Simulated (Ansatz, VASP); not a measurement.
# One calculation of BaTiO3, two programs

```
Ba Ti O
1.0
     3.98528    0.00000    0.00000
     0.00000    3.98528    0.00000
     0.00000    0.00000    4.20195
Ba Ti O
1 1 3
Direct
  0.00000 0.00000 0.98933
  0.50000 0.50000 0.47209
  0.50000 0.50000 0.04085
  0.50000 0.00000 0.52037
  0.00000 0.50000 0.52037
```

Alike in both runs: functional PBE; k mesh 6 × 6 × 6; occupations gaussian, width 0.05 eV; no spin polarisation.

Ansatz relaxed the structure, and its values are those at the end. VASP's run is a single point on that final structure, the one shown.

```csv
,VASP,Ansatz
version,VASP 6.6.1,Ansatz 0.2.0
potentials or method,"VASP PAW PBE potentials, release 64 (Ba_sv, Ti_sv, O_h), cutoff 910 eV","scalar-relativistic, plane waves, PAW"
valence electrons in the cell,40,40
```

```tsv
	VASP	Ansatz	Ansatz less VASP
gap on the k mesh at the Fermi level (eV)	1.79	1.84	+0.051
least direct gap on the mesh (eV)	2.36	2.39	+0.033
rms of the force components (eV/Å)	0.021	0.001	-0.0200
```

Neither program's run includes spin-orbit coupling. Noted on VASP's run: the cutoff is short for stress, so the pressure is rough.
